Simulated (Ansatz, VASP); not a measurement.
# Hf2Si3N: VASP beside Ansatz

File INCAR:

```
PREC     = Accurate       # precision mode
ENCUT    = 600            # plane-wave cutoff, eV
EDIFF    = 1E-6           # SCF threshold, eV
ISMEAR   = 0              # smearing method
SIGMA    = 0.1            # smearing width, eV
LREAL    = False          # projectors in reciprocal space
LASPH    = True           # aspherical terms in the spheres
NELM     = 60             # most SCF steps
ALGO     = Normal         # electronic algorithm
ISIF     = 3              # what is computed and relaxed
LWAVE    = False          # write WAVECAR
LCHARG   = False          # write CHGCAR
GGA      = PE             # functional
IBRION   = 2              # ionic algorithm
NSW      = 90             # ionic steps
EDIFFG   = -0.04          # ionic threshold
```

The input KPOINTS:

```
regular mesh
0
Gamma
  6 6 6
```

File POSCAR:

```
Hf2Si3N
1.0
    2.6257887000      1.5159998100      4.1554631700
   -2.6257887000      1.5159998100      4.1554631700
    0.0000000000     -3.0319996300      4.1554631700
Hf Si N
2 3 1
Direct
    0.6237660100      0.6237660100      0.6237660100
    0.3762339900      0.3762339900      0.3762339900
    0.0000000000      0.5000000000      0.0000000000
    0.5000000000      0.0000000000      0.0000000000
    0.0000000000      0.0000000000      0.5000000000
    0.0000000000      0.0000000000      0.0000000000
```

Input for Ansatz:

```yaml
crystal:
  lattice:
    - [2.6257887, 1.51599981, 4.15546317]
    - [-2.6257887, 1.51599981, 4.15546317]
    - [0.0, -3.03199963, 4.15546317]
  atoms:
    - { symbol: Hf, position: [0.62376601, 0.62376601, 0.62376601] }
    - { symbol: Hf, position: [0.37623399, 0.37623399, 0.37623399] }
    - { symbol: Si, position: [0.0, 0.5, 0.0] }
    - { symbol: Si, position: [0.5, 0.0, 0.0] }
    - { symbol: Si, position: [0.0, 0.0, 0.5] }
    - { symbol: "N", position: [0.0, 0.0, 0.0] }
basis:
  ecutwfc: 420
kpoints:
  mp_grid: { grid: [6, 6, 6] }
hamiltonian:
  xc: pbe
scf:
  occupations: { method: gaussian, width: 0.1 }
  lower_state_search: "off"
output:
  forces: true
  stress: true
  eigenvalues: true
relax:
  adjacent_minimum: "off"
  f_tol: 0.04
  max_steps: 70
  cell: { stress_tol: 0.4 }
```

Change from the starting cell: species swapped into the Er2Al3Cu type (R-3m, No. 166).

Alike in both runs: task relaxation of cell and atoms; functional PBE; k mesh 6 × 6 × 6; occupations gaussian, width 0.1 eV; no spin polarisation.

|  | VASP | Ansatz |
| --- | --- | --- |
| version | VASP 6.6.1 | Ansatz 0.2.0 |
| potentials or method | VASP PAW PBE potentials, release 64 (Hf_pv, Si, N), cutoff 600 eV | scalar-relativistic, plane waves, PAW |
| valence electrons in the cell | 37 | 69 |

```csv
,VASP,Ansatz,Ansatz less VASP
"gap on the k mesh at the Fermi level, each at its own relaxed structure (eV)",none,none,-
relaxed volume (Å³/atom),14.82,14.88,+0.060
relaxed cell length with the largest relative difference (Å),4.804,4.802,-0.0026
```

A gap of «none» marks a metal or a gap that the smearing closes. VASP's potentials hold 37 valence electrons a cell and Ansatz's 69, so a difference there can come from the potentials and not from the codes.

Spin-orbit coupling is off throughout.
